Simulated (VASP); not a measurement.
Set up this calculation in VASP 6.6.1, as the native input.

| Item | Value |
| --- | --- |
| Task | single point |
| Functional | PBE |
| Potentials or basis | VASP PAW PBE potentials, release 64 (Mo_sv) |
| Cutoff | 520 eV |
| k mesh | 24 × 24 × 14 |
| Occupations | gaussian, width 0.15 eV |
| Spin | no spin polarisation |
| Dipole correction | no |
| Further INCAR settings | ALGO = Fast; EDIFF = 1e-07; NBANDS = 21 |

The structure of Mo lies in POSCAR:

```
Mo
1.0
   -1.5802194352      1.5802194352      1.5802194352
    1.5802194352     -1.5802194352      1.5802194352
    3.1604388703      3.1604388703      0.0000000000
Mo
2
Direct
    0.0593272035      0.0593272035      0.0000000000
    0.4406727965      0.4406727965      0.5000000000
```

This cell differs from its parent crystal: mode 4 (132.6 1/cm) frozen in, largest displacement +0.188 Å.

The input as run:

INCAR

```
PREC = Accurate ; ENCUT = 520
EDIFF = 1E-7 ; ISMEAR = 0
SIGMA = 0.15 ; LREAL = False
LASPH = True ; NELM = 80
ALGO = Fast ; ISIF = 2
LWAVE = False ; LCHARG = True
GGA = PE ; LELF = True
LVHAR = True ; NBANDS = 21
```

KPOINTS

```
Automatic mesh
0
Gamma
  24 24 14
```

Potentials or basis: VASP PAW PBE potentials, release 64 (Mo_sv).

Command:

```bash
$ cat potpaw_PBE.64/Mo_sv/POTCAR > POTCAR
$ mpirun -np 1 vasp_std > vasp.out
```

It gave:

- Pressure: 5.8 GPa
- Largest force: 1.830 eV/Å
- Band gap on the k mesh: zero (band 14 reaches 14.17 eV, above the bottom of band 15 at 11.52 eV)

Caveat: the cell differs from its parent crystal (mode 4 (132.6 1/cm) frozen in, largest displacement +0.188 Å); forces of over 1 eV/Å act on the atoms, so gaps and moduli don't describe the material at rest.

Wall time 7.6 min on 1 thread of Intel(R) Xeon(R) Platinum 8488C (Sapphire Rapids) (shared host), peak memory 0.68 GiB.
